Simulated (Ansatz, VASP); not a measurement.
# MgSi4N in VASP and in Ansatz

INCAR

```
ALGO     = Normal         # electronic algorithm
EDIFF    = 1E-6           # SCF threshold, eV
EDIFFG   = -0.04          # ionic threshold
ENCUT    = 600            # plane-wave cutoff, eV
GGA      = PE             # functional
IBRION   = 2              # ionic algorithm
ISIF     = 3              # what is computed and relaxed
ISMEAR   = 0              # smearing method
ISPIN    = 2              # spin polarisation
LASPH    = True           # aspherical terms in the spheres
LCHARG   = False          # write CHGCAR
LORBIT   = 11             # projections on sites
LREAL    = False          # projectors in reciprocal space
LWAVE    = False          # write WAVECAR
MAGMOM   = 0 0 0 0 0 1    # initial moments
NELM     = 150            # most SCF steps
NSW      = 90             # ionic steps
PREC     = Accurate       # precision mode
SIGMA    = 0.1            # smearing width, eV
```

KPOINTS

```
k-points
0
Gamma
  4 4 4
```

POSCAR

```
MgSi4N
1.0
    2.5473141300     -4.2826794800      0.0000000000
    2.5473141300      4.2826794800      0.0000000000
    0.0000000000      0.0000000000      4.1081491900
Mg Si N
1 4 1
Direct
    0.0000000000      0.0000000000      0.5000000000
    0.1683408000      0.8316592000      0.0000000000
    0.8316592000      0.1683408000      0.0000000000
    0.0000000000      0.5000000000      0.5000000000
    0.5000000000      0.0000000000      0.5000000000
    0.5000000000      0.5000000000      0.0000000000
```

Input for Ansatz:

```yaml
crystal:
  lattice:
    - [2.54731413, -4.28267948, 0.0]
    - [2.54731413, 4.28267948, 0.0]
    - [0.0, 0.0, 4.10814919]
  atoms:
    - { symbol: Mg, position: [0.0, 0.0, 0.5] }
    - { symbol: Si, position: [0.1683408, 0.8316592, 0.0] }
    - { symbol: Si, position: [0.8316592, 0.1683408, 0.0] }
    - { symbol: Si, position: [0.0, 0.5, 0.5] }
    - { symbol: Si, position: [0.5, 0.0, 0.5] }
    - { symbol: "N", position: [0.5, 0.5, 0.0], spin: 1.0 }
basis:
  ecutwfc: 420
kpoints:
  mp_grid: { grid: [4, 4, 4] }
hamiltonian:
  xc: pbe
scf:
  occupations: { method: gaussian, width: 0.1 }
  lower_state_search: "off"
output:
  forces: true
  stress: true
  eigenvalues: true
  populations: true
magnetization:
  spin_polarized: true
relax:
  adjacent_minimum: "off"
  f_tol: 0.04
  max_steps: 70
  cell: { stress_tol: 0.4 }
```

Change from the starting cell: species swapped into the TmAlNi4 type (Cmmm, No. 65).

Alike in both runs: task relaxation of cell and atoms; functional PBE; k mesh 4 × 4 × 4; occupations gaussian, width 0.1 eV; collinear spin.

|  | VASP | Ansatz |
| --- | --- | --- |
| version | VASP 6.6.1 | Ansatz 0.2.0 |
| potentials or method | VASP PAW PBE potentials, release 64 (Mg, Si, N), cutoff 600 eV | scalar-relativistic, plane waves, PAW |
| valence electrons in the cell | 23 | 31 |

Ansatz gave:

| Quantity | Value |
| --- | --- |
| gap on the k mesh at the Fermi level, each at its own relaxed structure (eV) | none |
| net moment per atom (μB) | 0.00 |
| relaxed volume (Å³/atom) | 16.61 |
| relaxed length of the cell vector where the two differ most in proportion (Å) | 4.656 |

Problem. Which values does VASP return?

Solution. gap on the k mesh at the Fermi level, each at its own relaxed structure (eV): none; net moment per atom (μB): 0.00; relaxed volume (Å³/atom): 16.64; relaxed length of the cell vector where the two differ most in proportion (Å): 4.697.

A gap of «none» marks a metal or a gap that the smearing closes. VASP's potentials hold 23 valence electrons a cell and Ansatz's 31, so a difference there can come from the potentials and not from the codes. Ansatz's warnings: cell relax basis refresh, seeded moment not kept.

The k mesh is coarse, so the values compare programs but aren't converged.
